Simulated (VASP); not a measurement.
# Ta4N (P-43m) in VASP: notebook

The runs below take Ta4N through single point, relaxation of cell and atoms, with PBE.

Program: VASP 6.6.1. These are calculated values, not measurements. Logs are shortened: lines on timing, memory, paths and dates and some standing lists are left out, and cuts for length are marked.

### Step 1. The cell of the first run

It takes space group P-43m (No. 215, cubic). The conventional cell has a = 4.407 Å, b = 4.407 Å, c = 4.407 Å, α = 90.00°, β = 90.00°, γ = 90.00°. Ta (site symmetry 3m) has 1 N at 1.97 Å within 2.6 Å. N (site symmetry -43m) has 4 Ta at 1.97 Å within 2.6 Å.

### Step 2. Single point, PBE

INCAR reads:

```
PREC = Accurate
ENCUT = 520
EDIFF = 1E-6
ISMEAR = 0
SIGMA = 0.1
LREAL = F
LASPH = T
NELM = 60
ALGO = Normal
ISIF = 2
LWAVE = F
LCHARG = F
GGA = PE
NBANDS = 32
```

KPOINTS reads:

```
regular mesh
0
Gamma
  4 4 4
```

POSCAR reads:

```
Ta4N
1.0
    4.4072828205      0.0000000000      0.0000000000
    0.0000000000      4.4072828205      0.0000000000
    0.0000000000      0.0000000000      4.4072828205
Ta N
4 1
Direct
    0.2582869908      0.7417130092      0.7417130092
    0.7417130092      0.2582869908      0.7417130092
    0.7417130092      0.7417130092      0.2582869908
    0.2582869908      0.2582869908      0.2582869908
    0.0000000000      0.0000000000      0.0000000000
```

Potentials or basis: VASP PAW PBE potentials, release 64 (Ta_pv, N).

Run with:

```sh
cat potpaw_PBE.64/Ta_pv/POTCAR potpaw_PBE.64/N/POTCAR > POTCAR
mpirun -np 1 vasp_std > vasp.out
```

OUTCAR:

```text
PREC = Accurate
   ENCUT = 520
   EDIFF = 1E-6
   ISMEAR = 0
   LREAL = F
   LASPH = T
   NELM = 60
   ISIF = 2
   GGA = PE

 ion  position               nearest neighbor table
   1  0.258  0.742  0.742-   5 1.97   3 3.01   4 3.01   2 3.01   2 3.12   4 3.12   3 3.12   4 3.12
                             2 3.12   3 3.12   3 3.22   4 3.22   2 3.22
   2  0.742  0.258  0.742-   5 1.97   3 3.01   4 3.01   1 3.01   1 3.12   4 3.12   3 3.12   4 3.12
                             1 3.12   3 3.12   3 3.22   4 3.22   1 3.22
   3  0.742  0.742  0.258-   5 1.97   2 3.01   4 3.01   1 3.01   1 3.12   4 3.12   2 3.12   4 3.12
                             1 3.12   2 3.12   4 3.22   1 3.22   2 3.22
   4  0.258  0.258  0.258-   5 1.97   2 3.01   3 3.01   1 3.01   1 3.12   2 3.12   1 3.12   3 3.12
                             2 3.12   3 3.12   1 3.22   2 3.22   3 3.22
   5  0.000  0.000  0.000-   1 1.97   2 1.97   3 1.97   4 1.97

  LATTYP: Found a simple cubic cell.
 ALAT       =     4.4072828205

  Lattice vectors:

 A1 = (   4.4072828205,   0.0000000000,   0.0000000000)
 A2 = (   0.0000000000,   4.4072828205,   0.0000000000)
 A3 = (   0.0000000000,   0.0000000000,   4.4072828205)

Analysis of symmetry for initial positions (statically):
=====================================================================
 Subroutine PRICEL returns:
 Original cell was already a primitive cell.

 Routine SETGRP: Setting up the symmetry group for a
 simple cubic supercell.

 Subroutine GETGRP returns: Found 24 space group operations
 (whereof 24 operations were pure point group operations)
 out of a pool of 48 trial point group operations.

The static configuration has the point symmetry T_d .

Analysis of symmetry for dynamics (positions and initial velocities):
=====================================================================
 Subroutine PRICEL returns:
 Original cell was already a primitive cell.

 Routine SETGRP: Setting up the symmetry group for a
 simple cubic supercell.

 Subroutine GETGRP returns: Found 24 space group operations
 (whereof 24 operations were pure point group operations)
 out of a pool of 48 trial point group operations.

The dynamic configuration has the point symmetry T_d .

 Subroutine INISYM returns: Found 24 space group operations
 (whereof 24 operations are pure point group operations),
 and found     1 'primitive' translations

----------------------------------------------------------------------------------------

                                     Primitive cell
[... 84 lines left out ...]
   EDIFFG = 0.1E-04   stopping-criterion for IOM
   NSW    =      0    number of steps for IOM
   IBRION =     -1    ionic relax: 0-MD 1-quasi-New 2-CG
   NFREE  =      0    steps in history (QN), initial steepest desc. (CG)
   ISIF   =      2    stress and relaxation
   ISYM   =      2    0-nonsym 1-usesym 2-fastsym
   POTIM  = 0.5000    time-step for ionic-motion
   TEBEG  =    0.0;   TEEND  =   0.0 temperature during run
   PSTRESS=    0.0 pullay stress
   NELECT =      49.0000    total number of electrons
   NUPDOWN=      -1.0000    fix difference up-down
   EMIN   =  10.00;   EMAX   =-10.00  energy-range for DOS
   EFERMI =   0.00;   METHOD = LEGACY
   ISMEAR =     0;   SIGMA  =   0.10  broadening in eV -4-tet -1-fermi 0-gaus
   EFERMI_NEDOS =   21; number of points for ismear=-14 and -15
   IALGO  =     38    algorithm
   IMIX   =      4    mixing-type and parameters
     AMIX     =   0.40;   BMIX     =  1.00
     AMIX_MAG =   1.60;   BMIX_MAG =  1.00
  volume/ion in A,a.u.               =      17.12       115.54
  Fermi-wavevector in a.u.,A,eV,Ry     =   1.359260  2.568629 25.137965  1.847588
  Thomas-Fermi vector in A             =   2.486023
   LORBIT       =      0    0 simple, 1 ext, 2 COOP (PROOUT), +10 PAW based schemes
   GGA     = PE    functional components
   LHFCALC =     F    Hartree Fock is set to
   AEXX    =    0.0000 exact exchange contribution
   IVDW    =     0    specifies the selected vdW correction
   LEPSILON=     F    determine dielectric tensor
   LRPA    =     F    only Hartree local field effects (RPA)
 non-spin polarized calculation
 Gauss-broadening in eV      SIGMA  =   0.10
  energy-cutoff  :      520.00
  volume of cell :       85.61
 maximum number of plane-waves:      2325
 NGX is ok and might be reduce to    36
   NGX = 17   NGY = 17   NGZ = 17

 number of electron      48.9999993 magnetization

 Free energy of the ion-electron system (eV)
  ---------------------------------------------------
  ext. energy  EPLUGINS =         0.00000000
  ---------------------------------------------------
  free energy    TOTEN  =       -56.12003865 eV

  energy without entropy =      -56.09592112  energy(sigma->0) =      -56.10797988

 E-fermi :   5.2056     XC(G=0): -12.1392

 val. band max:        5.1980600142   @ k =   0.5000   0.2500   0.2500
 cond. band min:       5.2383175288   @ k =   0.5000   0.0000   0.0000
 fundamental gap:      0.0402575146
 Fermi energy:         5.2055758264

 k-point     1 :       0.0000    0.0000    0.0000
  band No.  band energies     occupation
      1     -29.6348      2.00000
      2     -29.3219      2.00000
      3     -29.3219      2.00000
      4     -29.0704      2.00000
      5     -29.0704      2.00000
      6     -29.0704      2.00000
[... 339 lines left out ...]
     31       8.4029      0.00000
     32      10.1171      0.00000

------------------------ aborting loop because EDIFF is reached ----------------------------------------

  FORCE on cell =-STRESS in cart. coord.  units (eV):
  Direction    XX          YY          ZZ          XY          YZ          ZX
  --------------------------------------------------------------------------------------
  -------------------------------------------------------------------------------------
  Total        0.0405789      0.0405789      0.0405789      0.0000000     -0.0000000      0.0000000
  in kB        0.7594481      0.7594481      0.7594481      0.0000000     -0.0000000      0.0000000
  external PRESSURE =       0.7594481 kB  Pullay stress =       0.0000000 kB

 VOLUME and BASIS-vectors are now :
 -----------------------------------------------------------------------------
  energy-cutoff  :      520.00
  volume of cell :       85.61
      direct lattice vectors                 reciprocal lattice vectors
     4.407282820  0.000000000  0.000000000     0.226897170  0.000000000  0.000000000
     0.000000000  4.407282820  0.000000000     0.000000000  0.226897170  0.000000000
     0.000000000  0.000000000  4.407282820     0.000000000  0.000000000  0.226897170

 POSITION                                       TOTAL-FORCE (eV/Angst)
 -----------------------------------------------------------------------------------
      1.13834      3.26894      3.26894         0.007441     -0.007441     -0.007441
      3.26894      1.13834      3.26894        -0.007441      0.007441     -0.007441
      3.26894      3.26894      1.13834        -0.007441     -0.007441      0.007441
      1.13834      1.13834      1.13834         0.007441      0.007441      0.007441
      0.00000      0.00000      0.00000        -0.000000     -0.000000      0.000000
 -----------------------------------------------------------------------------------
    total drift:                               -0.000000     -0.000000     -0.000000

  FREE ENERGIE OF THE ION-ELECTRON SYSTEM (eV)
  ---------------------------------------------------
  free  energy   TOTEN  =       -56.1200386455 eV

  energy  without entropy=      -56.0959211196  energy(sigma->0) =      -56.10797988
```

OSZICAR:

```text
N       E                     dE             d eps       ncg     rms          rms(c)
DAV:   1     0.463167954711E+03    0.46317E+03   -0.26533E+04   640   0.156E+03
DAV:   2    -0.388187565293E+02   -0.50199E+03   -0.48641E+03   728   0.461E+02
DAV:   3    -0.612287345906E+02   -0.22410E+02   -0.21759E+02   824   0.881E+01
DAV:   4    -0.616871115647E+02   -0.45838E+00   -0.45661E+00   768   0.123E+01
DAV:   5    -0.617001788128E+02   -0.13067E-01   -0.13062E-01   848   0.162E+00    0.324E+01
DAV:   6    -0.566748590888E+02    0.50253E+01   -0.27414E+01   872   0.264E+01    0.144E+01
DAV:   7    -0.562052668804E+02    0.46959E+00   -0.19053E+00   680   0.826E+00    0.730E+00
DAV:   8    -0.561361804675E+02    0.69086E-01   -0.62504E-01   712   0.458E+00    0.985E-01
DAV:   9    -0.561207952801E+02    0.15385E-01   -0.11389E-01   864   0.166E+00    0.406E-01
DAV:  10    -0.561200638307E+02    0.73145E-03   -0.17221E-02   744   0.735E-01    0.949E-02
DAV:  11    -0.561200376864E+02    0.26144E-04   -0.11727E-03   792   0.215E-01    0.279E-02
DAV:  12    -0.561200517966E+02   -0.14110E-04   -0.25235E-04   768   0.730E-02    0.257E-02
DAV:  13    -0.561200392939E+02    0.12503E-04   -0.88573E-05   848   0.420E-02    0.792E-03
DAV:  14    -0.561200386455E+02    0.64842E-06   -0.84752E-06   696   0.153E-02
   1 F= -.56120039E+02 E0= -.56107980E+02  d E =-.241175E-01
```

It took 15 s on 1 thread of Intel Xeon 6975P-C (Granite Rapids), shared host; peak memory 0.21 GiB.

Results:

| Property | Result |
| --- | --- |
| Free energy | -56.1200 eV |
| Pressure | 0.1 GPa |
| Largest force | 0.013 eV/Å |

Forces in eV/Å, atoms in the order of the input:
```
Ta   0.007 -0.007 -0.007
Ta  -0.007  0.007 -0.007
Ta  -0.007 -0.007  0.007
Ta   0.007  0.007  0.007
N    0.000  0.000  0.000
```

Caveat: spin-orbit coupling is left out, which moves the levels of the heavy elements.

### Step 3. Single point, PBE

This run uses another cell than the first one, of 18.98 Å³/atom, 1.108 times its volume.

INCAR reads:

```
SYSTEM = Ta4N
PREC = Accurate
ENCUT = 520
EDIFF = 1E-6
ISMEAR = 0
SIGMA = 0.1
LREAL = .False.
LASPH = .True.
NELM = 100
ALGO = Normal
ISIF = 2
LWAVE = .False.
LCHARG = .False.
GGA = PE
NBANDS = 32
```

KPOINTS reads:

```
Automatic mesh
0
Gamma
  4 4 4
  0 0 0
```

POSCAR reads:

```
Ta4N
1.0
    4.5610398400      0.0000000000      0.0000000000
    0.0000000000      4.5610398400      0.0000000000
    0.0000000000      0.0000000000      4.5610398400
Ta N
4 1
Direct
    0.2437810800      0.7562189200      0.7562189200
    0.7562189200      0.2437810800      0.7562189200
    0.7562189200      0.7562189200      0.2437810800
    0.2437810800      0.2437810800      0.2437810800
    0.0000000000      0.0000000000      0.0000000000
```

Potentials or basis: VASP PAW PBE potentials, release 64 (Ta_pv, N).

Run with:

```sh
cat potpaw_PBE.64/Ta_pv/POTCAR potpaw_PBE.64/N/POTCAR > POTCAR
mpirun -np 1 vasp_std > vasp.out
```

Run time: 16 s. Hardware: 1 thread of Intel Xeon 6975P-C (Granite Rapids), shared host; peak memory 0.2 GiB.

It converged, with:

- Free energy: -55.2317 eV
- Pressure: -8.7 GPa
- Largest force: 2.510 eV/Å

Forces on the atoms (eV/Å):
```
Ta   1.449 -1.449 -1.449
Ta  -1.449  1.449 -1.449
Ta  -1.449 -1.449  1.449
Ta   1.449  1.449  1.449
N    0.000  0.000  0.000
```

Levels at points of the mesh, in eV from the Fermi level:
```csv
k point,band 23,band 24,band 25,band 26,band 27,band 28
"(0.00, 0.00, 0.00)",-0.43,1.67,1.67,2.28,2.28,2.38
"(0.50, 0.00, 0.00)",-1.18,-0.92,-0.25,0.53,1.39,1.39
"(0.50, 0.50, 0.00)",-1.04,-0.86,0.00,0.00,0.91,1.21
"(0.50, 0.50, 0.50)",-0.04,-0.04,-0.04,0.20,0.20,0.20
```

Caveat: spin-orbit coupling is left out, which moves the levels of the heavy elements; forces of over 1 eV/Å act on the atoms, so gaps and moduli don't describe the material at rest.

### Step 4. Relaxation of cell and atoms, PBE

This run uses another cell than the first one, of 18.98 Å³/atom, 1.108 times its volume.

INCAR reads:

```
PREC = Accurate
ENCUT = 600
EDIFF = 1E-6
ISMEAR = 0
SIGMA = 0.1
LREAL = F
LASPH = T
NELM = 100
ALGO = Normal
ISIF = 3
LWAVE = F
LCHARG = F
GGA = PE
IBRION = 2
NSW = 90
EDIFFG = -0.04
```

KPOINTS reads:

```
regular mesh
0
Gamma
  4 4 4
```

POSCAR is that of step 3.

Run with:

```sh
cat potpaw_PBE.64/Ta_pv/POTCAR potpaw_PBE.64/N/POTCAR > POTCAR
mpirun -np 1 vasp_std > vasp.out
```

It took 60 s on 1 thread of Intel Xeon 6975P-C (Granite Rapids), shared host; peak memory 0.22 GiB.

The run converged. Its results:

- Free energy: -56.1270 eV
- Relaxed volume: 17.14 Å³/atom
- Relaxed cell: a = 4.409 Å, b = 4.409 Å, c = 4.409 Å, α = 90.00°, β = 90.00°, γ = 90.00°
- Space group after relaxing (to 0.05 Å): P-43m (No. 215)
- Energy gained by relaxing: 178.4 meV/atom
- Ionic steps: 5
- Pressure after relaxing: -0.2 GPa
- Largest force after relaxing: 0.009 eV/Å

Forces in eV/Å, atoms in the order of the input:
```
Ta  -0.005  0.005  0.005
Ta   0.005 -0.005  0.005
Ta   0.005  0.005 -0.005
Ta  -0.005 -0.005 -0.005
N    0.000  0.000  0.000
```

Step by step:
| step | energy change (eV) | largest force (eV/Å) | pressure (GPa) | volume (Å³) |
| --- | --- | --- | --- | --- |
| 1 | 0.0000 | 2.5092 | -8.65 | 94.88 |
| 2 | -0.7598 | 0.2467 | 10.92 | 81.49 |
| 3 | -0.8365 | 0.8814 | 4.98 | 84.27 |
| 4 | -0.7038 | 1.3232 | -8.38 | 88.57 |
| 5 | -0.8922 | 0.0087 | -0.20 | 85.71 |

Final structure:
```cif
data_structure
_symmetry_space_group_name_H-M 'P 1'
_symmetry_Int_Tables_number 1
_cell_length_a 4.4090
_cell_length_b 4.4090
_cell_length_c 4.4090
_cell_angle_alpha 90.000
_cell_angle_beta 90.000
_cell_angle_gamma 90.000
_cell_volume 85.71
loop_
_atom_site_label
_atom_site_type_symbol
_atom_site_fract_x
_atom_site_fract_y
_atom_site_fract_z
_atom_site_occupancy
Ta1 Ta 0.25833 0.74167 0.74167 1
Ta2 Ta 0.74167 0.25833 0.74167 1
Ta3 Ta 0.74167 0.74167 0.25833 1
Ta4 Ta 0.25833 0.25833 0.25833 1
N1 N 0.00000 0.00000 0.00000 1
```

Levels at points of the mesh, in eV from the Fermi level:
```tsv
k point	band 21	band 22	band 23	band 24	band 25	band 26	band 27	band 28
(0.00, 0.00, 0.00)	-2.03	-2.03	-0.84	1.95	1.95	2.41	2.41	2.41
(0.50, 0.00, 0.00)	-1.31	-1.27	-1.07	-1.06	0.03	0.20	1.64	1.64
(0.50, 0.50, 0.00)	-1.13	-0.90	-0.67	-0.67	-0.11	-0.11	1.38	1.56
(0.50, 0.50, 0.50)	0.06	0.06	0.37	0.37	0.37	0.39	0.39	0.39
```

Caveat: spin-orbit coupling is left out, which moves the levels of the heavy elements.

### Step 5. Single point, PBE

This run uses another cell than the first one, of 17.06 Å³/atom, 0.997 times its volume.

INCAR reads:

```
  PREC = Accurate
  ENCUT = 520
  EDIFF = 1E-6
  ISMEAR = 0
  SIGMA = 0.1
  LREAL = False
  LASPH = True
  NELM = 100
  ALGO = Normal
  ISIF = 2
  LWAVE = False
  LCHARG = False
  GGA = PE
  NBANDS = 32
```

KPOINTS reads:

```
Automatic mesh
0
Gamma
  8 8 8
```

POSCAR reads:

```
Ta4N
1.0
    4.4021479499      0.0000000000      0.0000000000
    0.0000000000      4.4021479499      0.0000000000
    0.0000000000      0.0000000000      4.4021479499
Ta N
4 1
Direct
    0.2581826732      0.7418173268      0.7418173268
    0.7418173268      0.2581826732      0.7418173268
    0.7418173268      0.7418173268      0.2581826732
    0.2581826732      0.2581826732      0.2581826732
    0.0000000000      0.0000000000      0.0000000000
```

Run with:

```sh
cat potpaw_PBE.64/Ta_pv/POTCAR potpaw_PBE.64/N/POTCAR > POTCAR
mpirun -np 1 vasp_std > vasp.out
```

It took 39 s on 1 thread of Intel Xeon 6975P-C (Granite Rapids), shared host; peak memory 0.24 GiB.

It converged, with:

```
Free energy   : -56.1703 eV
Pressure      : 0.3 GPa
Largest force : 0.068 eV/Å
```

Forces in eV/Å, atoms in the order of the input:
```
Ta   0.039 -0.039 -0.039
Ta  -0.039  0.039 -0.039
Ta  -0.039 -0.039  0.039
Ta   0.039  0.039  0.039
N    0.000  0.000  0.000
```

Levels at points of the mesh, in eV from the Fermi level:
```tsv
k point	band 23	band 24	band 25	band 26	band 27	band 28
(0.00, 0.00, 0.00)	-0.88	1.92	1.92	2.38	2.38	2.38
(0.50, 0.00, 0.00)	-1.14	-1.11	-0.02	0.15	1.60	1.60
(0.50, 0.50, 0.00)	-0.73	-0.73	-0.16	-0.16	1.33	1.52
(0.50, 0.50, 0.50)	0.32	0.32	0.32	0.34	0.34	0.34
```

Caveat: spin-orbit coupling is left out, which moves the levels of the heavy elements.

### Step 6. Overview

```csv
task,cell,k mesh,cutoff (eV),gap on the mesh (eV),pressure (GPa),largest force (eV/Å)
single point,"a = 4.407 Å, 5 atoms",4 × 4 × 4,520,none,0.1,0.01
single point,"a = 4.561 Å, 5 atoms",4 × 4 × 4,520,none,-8.7,2.51
relaxation of cell and atoms,"relaxed from a = 4.561 Å, 5 atoms",4 × 4 × 4,600,none,-0.2,0.01
single point,"a = 4.402 Å, 5 atoms",8 × 8 × 8,520,none,0.3,0.07
```

Alike in all rows: level PBE; potentials or basis VASP PAW PBE potentials, release 64 (Ta_pv, N); no spin polarisation; smearing gaussian 0.1 eV.

Caveats: spin-orbit coupling is left out, which moves the levels of the heavy elements; forces of over 1 eV/Å act on the atoms, so gaps and moduli don't describe the material at rest (some runs).

Absolute energies hang on the potentials; compare differences alone.
